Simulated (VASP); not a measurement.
# Be16H (a cell with a defect) in VASP: single point with PBE

Aim: the single point of Be16H (a cell with a defect) with PBE.

Everything below comes from runs of VASP 6.6.1. Logs are shortened: lines on timing, memory, paths and dates and some standing lists are left out, and cuts for length are marked.

**1. The cell of the first run**

The cell holds a defect, 17 atoms: a = 4.580 Å, b = 3.966 Å, c = 7.177 Å, α = 90.00°, β = 90.00°, γ = 90.00°.

**2. Single point, PBE**

Contents of INCAR:

```
  PREC = Accurate
  ENCUT = 520
  EDIFF = 1E-6
  ISMEAR = -1
  SIGMA = 0.15
  LREAL = Auto
  LASPH = T
  NELM = 60
  ALGO = Normal
  ISIF = 2
  LWAVE = F
  LCHARG = F
  GGA = PE
  NBANDS = 30
```

Contents of KPOINTS:

```
regular mesh
0
Gamma
  4 4 3
```

Contents of POSCAR:

```
Be16H
1.0
   -2.2900000000     -3.9663960000      0.0000000000
    3.4350000000     -1.9831980000      0.0000000000
    0.0000000000      0.0000000000      7.1768600000
Be H
16 1
Direct
    0.7434285057      0.5099794114     -0.0031159867
    0.4864377945      0.3543771614      0.2465395730
    0.7446205707      0.5222297254      0.5036715221
    0.4918563258      0.3483580746      0.7501775150
    0.4918556818      0.0138854472      0.0007019783
    0.2417867596      0.8441562386      0.2493799517
    0.4865981015      0.0090531739      0.5045492040
    0.2431274513      0.8444881699      0.7536887998
    0.2433559405      0.5174763039     -0.0027291880
    0.0035418929      0.3510977976      0.2455342587
    0.2424849731      0.5180892542      0.5014518884
   -0.0057149297      0.3485207601      0.7500489072
   -0.0058283650      0.0135269416      0.0000242446
    0.7446742319      0.8400669552      0.2464831417
    0.0018652829      0.0115029106      0.5042554822
    0.7433204542      0.8521603610      0.7532886248
    0.7368924414      0.1803661400      0.3734672266
```

Potentials or basis: VASP PAW PBE potentials, release 64 (Be, H).

Command:

```
cat potpaw_PBE.64/Be/POTCAR potpaw_PBE.64/H/POTCAR > POTCAR
mpirun -np 1 vasp_std > vasp.out
```

OUTCAR:

```text
PREC = Accurate
   ENCUT = 520
   EDIFF = 1E-6
   ISMEAR = -1
   LREAL = Auto
   LASPH = T
   NELM = 60
   ISIF = 2
   GGA = PE

 ion  position               nearest neighbor table
   1  0.743  0.510  0.997-  12 2.21   4 2.21  16 2.21  14 2.22   2 2.23  10 2.24  13 2.28   5 2.28
                             9 2.29   9 2.29  13 2.30   5 2.31
   2  0.486  0.354  0.247-  17 1.62   9 2.20  10 2.21   5 2.22   1 2.23  11 2.24   6 2.24  14 2.26
                             3 2.29   7 2.30   6 2.31  14 2.36  10 2.37
   3  0.745  0.522  0.504-  12 2.22  16 2.22   4 2.22  14 2.24   7 2.26  15 2.27  11 2.28   2 2.29
                            11 2.30  10 2.30  15 2.34   7 2.35
   4  0.492  0.348  0.750-   1 2.21   9 2.21   7 2.22  11 2.22   3 2.22   5 2.23   8 2.27  12 2.28
                            16 2.28   8 2.30  12 2.30  16 2.31
   5  0.492  0.014  0.001-  16 2.21   8 2.21  14 2.22   2 2.22   6 2.22   4 2.23   9 2.27  13 2.28
                             1 2.28   9 2.30  13 2.30   1 2.31
   6  0.242  0.844  0.249-  13 2.22  11 2.22   5 2.22   9 2.23  15 2.23  10 2.24   2 2.24   7 2.24
                            14 2.28  10 2.29  14 2.30   2 2.31
   7  0.487  0.009  0.505-  17 1.63   8 2.21   4 2.22  15 2.22  16 2.23   6 2.24  11 2.25   3 2.26
                            14 2.30   2 2.30  11 2.31   3 2.35  15 2.36
   8  0.243  0.844  0.754-   9 2.18  15 2.21   7 2.21  13 2.21   5 2.21  11 2.23  12 2.27   4 2.27
                            16 2.29  16 2.29   4 2.30  12 2.30
   9  0.243  0.517  0.997-   8 2.18  10 2.19   2 2.20   4 2.21  12 2.21   6 2.23   5 2.27  13 2.27
                             1 2.29   1 2.29   5 2.30  13 2.30
  10  0.004  0.351  0.246-   9 2.19   2 2.21  13 2.21   1 2.24  11 2.24   6 2.24  14 2.27   6 2.29
                            15 2.29   3 2.30  14 2.35   2 2.37
  11  0.242  0.518  0.501-  12 2.22   4 2.22   6 2.22   8 2.23  10 2.24   2 2.24   7 2.25  15 2.25
                             3 2.28  15 2.29   3 2.30   7 2.31
  12  0.994  0.349  0.750-   1 2.21   9 2.21  15 2.21   3 2.22  11 2.22  13 2.23   8 2.27   4 2.28
                            16 2.28   4 2.30   8 2.30  16 2.30
  13  0.994  0.014  0.000-  16 2.21   8 2.21  10 2.21  14 2.22   6 2.22  12 2.23   9 2.27   5 2.28
                             1 2.28   5 2.30   9 2.30   1 2.30
  14  0.745  0.840  0.246-  17 1.63  13 2.22   1 2.22   5 2.22   3 2.24   2 2.26  10 2.27   6 2.28
                            15 2.30   7 2.30   6 2.30  10 2.35   2 2.36
  15  0.002  0.012  0.504-   8 2.21  12 2.21   7 2.22   6 2.23  16 2.24  11 2.25   3 2.27  11 2.29
                            10 2.29  14 2.30   3 2.34   7 2.36
  16  0.743  0.852  0.753-  13 2.21   5 2.21   1 2.21   3 2.22   7 2.23  15 2.24  12 2.28   4 2.28
                             8 2.29   8 2.29  12 2.30   4 2.31
  17  0.737  0.180  0.373-   2 1.62  14 1.63   7 1.63

  LATTYP: Found a simple orthorhombic cell.
 ALAT       =     3.9663962620
 B/A-ratio  =     1.1547004875
 C/A-ratio  =     1.8094157835

  Lattice vectors:

 A1 = (  -3.4350000000,   1.9831980000,   0.0000000000)
 A2 = (  -2.2900000000,  -3.9663960000,   0.0000000000)
 A3 = (   0.0000000000,   0.0000000000,   7.1768600000)

Analysis of symmetry for initial positions (statically):
=====================================================================
 Subroutine PRICEL returns:
 Original cell was already a primitive cell.

 Routine SETGRP: Setting up the symmetry group for a
 simple orthorhombic supercell.

 Subroutine GETGRP returns: Found  1 space group operations
 (whereof  1 operations were pure point group operations)
 out of a pool of  8 trial point group operations.

The static configuration has the point symmetry C_1 .

Analysis of symmetry for dynamics (positions and initial velocities):
=====================================================================
 Subroutine PRICEL returns:
 Original cell was already a primitive cell.

 Routine SETGRP: Setting up the symmetry group for a
 simple orthorhombic supercell.

 Subroutine GETGRP returns: Found  1 space group operations
 (whereof  1 operations were pure point group operations)
 out of a pool of  8 trial point group operations.

The dynamic configuration has the point symmetry C_1 .

 Subroutine INISYM returns: Found  1 space group operations
 (whereof  1 operations are pure point group operations),
 and found     1 'primitive' translations

----------------------------------------------------------------------------------------

                                     Primitive cell

  volume of cell :     130.3755

  direct lattice vectors                    reciprocal lattice vectors
    -2.290000000 -3.966396000  0.000000000    -0.109170306 -0.189088533  0.000000000
     3.435000000 -1.983198000  0.000000000     0.218340611 -0.126059022  0.000000000
[... 57 lines left out ...]
     0.000000000  0.000000000  0.046445567     0.000000000  0.000000000  0.333333333

  Length of vectors
     0.054585156  0.063029507  0.046445567

  Shift w.r.t. Gamma in fractional coordinates (k-lattice)
     0.000000000  0.000000000  0.000000000

 Subroutine IBZKPT returns following result:
 ===========================================

 Found     26 irreducible k-points:

 Following reciprocal coordinates:
            Coordinates               Weight
  0.000000  0.000000  0.000000      1.000000
  0.250000  0.000000  0.000000      2.000000
  0.500000  0.000000  0.000000      1.000000
  0.000000  0.250000  0.000000      2.000000
  0.250000  0.250000  0.000000      2.000000
 -0.250000  0.250000  0.000000      2.000000
[... 16 lines left out ...]
  0.000000  0.500000  0.333333      2.000000
  0.250000  0.500000  0.333333      2.000000
 [... further k-points ...]
   k-points           NKPTS =     26   k-points in BZ     NKDIM =     26   number of bands    NBANDS=     30
   number of dos      NEDOS =    301   number of ions     NIONS =     17
   total plane-waves  NPLWV =  58320
   dimension x,y,z NGX =    36 NGY =   30 NGZ =   54
   dimension x,y,z NGXF=    72 NGYF=   60 NGZF=  108
   ions per type =              16   1
   NGX,Y,Z   is equivalent  to a cutoff of  13.07, 12.57, 12.51 a.u.
   NGXF,Y,Z  is equivalent  to a cutoff of  26.13, 25.15, 25.02 a.u.
 SYSTEM =  unknown system
   PREC   = accura    normal or accurate (medium, high low for compatibility)
   ISTART =      0    job   : 0-new  1-cont  2-samecut
   ICHARG =      2    charge: 1-file 2-atom 10-const
   ISPIN  =      1    spin polarized calculation?
   LNONCOLLINEAR =      F non collinear calculations
   LSORBIT =      F    spin-orbit coupling
   LASPH  =      T    aspherical Exc in radial PAW
   ENCUT  =  520.0 eV  38.22 Ry    6.18 a.u.   8.52  7.37 13.34*2*pi/ulx,y,z
   NELM   =     60;   NELMIN=  2; NELMDL= -5     # of ELM steps
   EDIFF  = 0.1E-05   stopping-criterion for ELM
   LREAL  =      T    real-space projection
   EDIFFG = 0.1E-04   stopping-criterion for IOM
   NSW    =      0    number of steps for IOM
   IBRION =     -1    ionic relax: 0-MD 1-quasi-New 2-CG
   NFREE  =      0    steps in history (QN), initial steepest desc. (CG)
   ISIF   =      2    stress and relaxation
   ISYM   =      2    0-nonsym 1-usesym 2-fastsym
   POTIM  = 0.5000    time-step for ionic-motion
   TEBEG  =    0.0;   TEEND  =   0.0 temperature during run
   PSTRESS=    0.0 pullay stress
   NELECT =      33.0000    total number of electrons
   NUPDOWN=      -1.0000    fix difference up-down
   EMIN   =  10.00;   EMAX   =-10.00  energy-range for DOS
   EFERMI =   0.00;   METHOD = LEGACY
   ISMEAR =    -1;   SIGMA  =   0.15  broadening in eV -4-tet -1-fermi 0-gaus
   EFERMI_NEDOS =   21; number of points for ismear=-14 and -15
   IALGO  =     38    algorithm
   IMIX   =      4    mixing-type and parameters
     AMIX     =   0.40;   BMIX     =  1.00
     AMIX_MAG =   1.60;   BMIX_MAG =  1.00
  volume/ion in A,a.u.               =       7.67        51.75
  Fermi-wavevector in a.u.,A,eV,Ry     =   1.035573  1.956950 14.591049  1.072412
  Thomas-Fermi vector in A             =   2.169923
   LORBIT       =      0    0 simple, 1 ext, 2 COOP (PROOUT), +10 PAW based schemes
   GGA     = PE    functional components
   LHFCALC =     F    Hartree Fock is set to
   AEXX    =    0.0000 exact exchange contribution
   IVDW    =     0    specifies the selected vdW correction
   LEPSILON=     F    determine dielectric tensor
   LRPA    =     F    only Hartree local field effects (RPA)
 non-spin polarized calculation
  energy-cutoff  :      520.00
  volume of cell :      130.38
 maximum number of plane-waves:      3529
 NGX is ok and might be reduce to    36
   NGX = 17   NGY = 15   NGZ = 27

 number of electron      33.0000000 magnetization

 Free energy of the ion-electron system (eV)
  ---------------------------------------------------
  ext. energy  EPLUGINS =         0.00000000
  ---------------------------------------------------
  free energy    TOTEN  =       -61.79878750 eV

  energy without entropy =      -61.62590658  energy(sigma->0) =      -61.71234704

 E-fermi :   7.4474     XC(G=0): -10.5852

 val. band max:        7.3800319466   @ k =   0.0000   0.0000   0.0000
 cond. band min:       7.4599947550   @ k =   0.2500   0.0000   0.0000
 fundamental gap:      0.0799628083
 Fermi energy:         7.4473558454

 k-point     1 :       0.0000    0.0000    0.0000
  band No.  band energies     occupation
      1      -5.1986      2.00000
      2      -3.0214      2.00000
      3      -2.1717      2.00000
      4      -0.2047      2.00000
      5       0.9677      2.00000
      6       1.5582      2.00000
[... 733 lines left out ...]
     27      13.2303      0.00000
     28      13.4097      0.00000

 [... further k-points ...]

 [bands above 28 left out]

------------------------ aborting loop because EDIFF is reached ----------------------------------------

  FORCE on cell =-STRESS in cart. coord.  units (eV):
  Direction    XX          YY          ZZ          XY          YZ          ZX
  --------------------------------------------------------------------------------------
  -------------------------------------------------------------------------------------
  Total        0.5637611     -0.2846869     -0.0477018     -0.7275874     -0.0470135      0.0799200
  in kB        6.9280283     -3.4985011     -0.5862043     -8.9412805     -0.5777464      0.9821320
  external PRESSURE =       0.9477743 kB  Pullay stress =       0.0000000 kB

 VOLUME and BASIS-vectors are now :
 -----------------------------------------------------------------------------
  energy-cutoff  :      520.00
  volume of cell :      130.38
      direct lattice vectors                 reciprocal lattice vectors
    -2.290000000 -3.966396000  0.000000000    -0.109170306 -0.189088533  0.000000000
     3.435000000 -1.983198000  0.000000000     0.218340611 -0.126059022  0.000000000
     0.000000000  0.000000000  7.176860000     0.000000000  0.000000000  0.139336702

 POSITION                                       TOTAL-FORCE (eV/Angst)
 -----------------------------------------------------------------------------------
      0.04933     -3.96012      7.15450        -0.000139     -0.008221      0.008126
      0.10334     -2.63221      1.76938         0.011756      0.030202     -0.041942
      0.08868     -3.98915      3.61478         0.035150     -0.009217      0.020250
      0.07026     -2.64176      5.38392         0.000639     -0.004191     -0.002173
     -1.07865     -1.97843      0.00504         0.000586      0.000097     -0.014127
      2.34599     -2.63315      1.78977        -0.009104     -0.032985     -0.005994
[... 9 lines left out ...]
      1.22497     -4.63831      5.40625        -0.002016     -0.003364     -0.001273
     -1.06793     -3.28051      2.68032        -0.009274     -0.036415      0.036283
 -----------------------------------------------------------------------------------
    total drift:                               -0.000640     -0.004636      0.001781

  FREE ENERGIE OF THE ION-ELECTRON SYSTEM (eV)
  ---------------------------------------------------
  free  energy   TOTEN  =       -61.7987874964 eV

  energy  without entropy=      -61.6259065839  energy(sigma->0) =      -61.71234704
```

It took 5.2 min on 1 thread of AMD EPYC 7R13, shared host; peak memory 0.23 GiB.

Results:

```yaml
Free_energy: -61.7988 eV
Pressure: 0.1 GPa
Largest_force: 0.053 eV/Å
Band_gap_on_the_k_mesh: zero (an odd number of electrons rules out a gap without spin polarisation)
```

Forces on the atoms (eV/Å):
```
Be   0.000 -0.008  0.008
Be   0.012  0.030 -0.042
Be   0.035 -0.009  0.020
Be   0.001 -0.004 -0.002
Be   0.001  0.000 -0.014
Be  -0.009 -0.033 -0.006
Be   0.013  0.041  0.009
Be  -0.001 -0.004 -0.020
Be   0.002 -0.005 -0.001
Be   0.031  0.030  0.017
Be  -0.011 -0.007 -0.004
Be  -0.004 -0.009  0.003
Be  -0.004 -0.012  0.000
Be  -0.022  0.028 -0.020
Be  -0.032  0.001  0.015
Be  -0.002 -0.003 -0.001
H   -0.009 -0.036  0.036
```

Levels at points of the mesh, in eV from the Fermi level:
| k point | band 12 | band 13 | band 14 | band 15 | band 16 | band 17 | band 18 | band 19 | band 20 | band 21 |
| --- | --- | --- | --- | --- | --- | --- | --- | --- | --- | --- |
| (0.00, 0.00, 0.00) | -4.28 | -4.17 | -3.73 | -0.07 | -0.07 | 0.27 | 0.36 | 0.73 | 1.00 | 1.02 |
| (0.50, 0.00, 0.00) | -2.64 | -2.61 | -2.58 | -2.46 | -2.35 | -0.45 | 0.17 | 0.18 | 0.38 | 0.52 |
| (0.00, 0.50, 0.00) | -4.11 | -3.75 | -3.74 | -2.88 | -2.67 | 0.16 | 0.44 | 0.62 | 0.70 | 0.83 |
| (0.50, 0.50, 0.00) | -6.51 | -1.69 | -0.99 | -0.98 | -0.96 | 0.34 | 0.34 | 0.50 | 0.56 | 3.91 |

Caveat: the k points lie up to 0.40 Å⁻¹ apart, too coarse for converged energies and pressures of a metal.

The gap in the log of VASP goes by the Fermi energy; the results here count the filled bands.